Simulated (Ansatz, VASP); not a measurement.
## One calculation of MoS2, two programs

The input INCAR:

```
  PREC = Accurate
  ENCUT = 520
  EDIFF = 1E-6
  ISMEAR = -1
  SIGMA = 0.05
  LREAL = False
  LASPH = True
  NELM = 80
  ALGO = Normal
  ISIF = 2
  LWAVE = False
  LCHARG = False
  NBANDS = 20
```

Contents of KPOINTS:

```
Automatic mesh
0
Gamma
  15 15 15
```

File POSCAR:

```
MoS2
1.0
    1.5815003568      0.9130796567      6.0008634000
   -1.5815003568      0.9130796567      6.0008634000
    0.0000000000     -1.8261593134      6.0008634000
Mo S
1 2
Direct
    0.0000000000      0.0000000000      0.0000000000
    0.7484000000      0.7484000000      0.7484000000
    0.5849000000      0.5849000000      0.5849000000
```

Input for Ansatz:

```yaml
crystal:
  lattice:
    - [1.5815003568, 0.9130796567, 6.0008634]
    - [-1.5815003568, 0.9130796567, 6.0008634]
    - [0.0, -1.8261593134, 6.0008634]
  atoms:
    - { symbol: Mo, position: [0.0, 0.0, 0.0] }
    - { symbol: S, position: [0.7484, 0.7484, 0.7484] }
    - { symbol: S, position: [0.5849, 0.5849, 0.5849] }
kpoints:
  mp_grid: { grid: [15, 15, 15] }
  band_path:
    path:
      - [0.0, 0.0, 0.0]
      - [0.5, 0.5, 0.5]
      - [0.8178986191, 0.1821013809, 0.5]
      - [0.5, -0.1821013809, 0.1821013809]
      - [0.5, 0.0, 0.0]
      - [0.0, 0.0, 0.0]
      - [0.3410506904, -0.3410506904, 0.0]
      - [0.6589493096, 0.0, 0.3410506904]
      - [0.5, 0.0, 0.5]
    npoints: 5
scf:
  occupations: { method: fermi_dirac, width: 0.05 }
hamiltonian:
  xc: lda
  pseudopotentials: { kind: all_electron, lapw: { basis_error: 0.001 } }
output:
  forces: true
  stress: true
  eigenvalues: true
```

Change from the starting cell: zz strain of -2 %.

Alike in both runs: task single point; functional LDA; k mesh 15 × 15 × 15; occupations fermi-dirac, width 0.05 eV; no spin polarisation.

|  | VASP | Ansatz |
| --- | --- | --- |
| version | VASP 6.6.1 | Ansatz 0.2.0 |
| potentials or method | VASP PAW LDA potentials, release 64 (Mo_sv, S), cutoff 520 eV | all-electron LAPW, scalar-relativistic |

VASP gave:

```
pressure (GPa)                                                : 5.2
traceless stress, the component that is largest in VASP (GPa) : 7.37
rms of the force components (eV/Å)                            : 0.707
```

Problem. What did Ansatz give for the same quantities?

Solution. Pressure (GPa): 5.2; traceless stress, the component that is largest in VASP (GPa): 7.42; rms of the force components (eV/Å): 0.704.

LDA's correlation is that of Perdew and Zunger in VASP and of Perdew and Wang (1992) in Ansatz. Atom by atom the forces differ by 0.003 eV/Å (rms over components). Ansatz ran all-electron here, and VASP with PAW potentials.
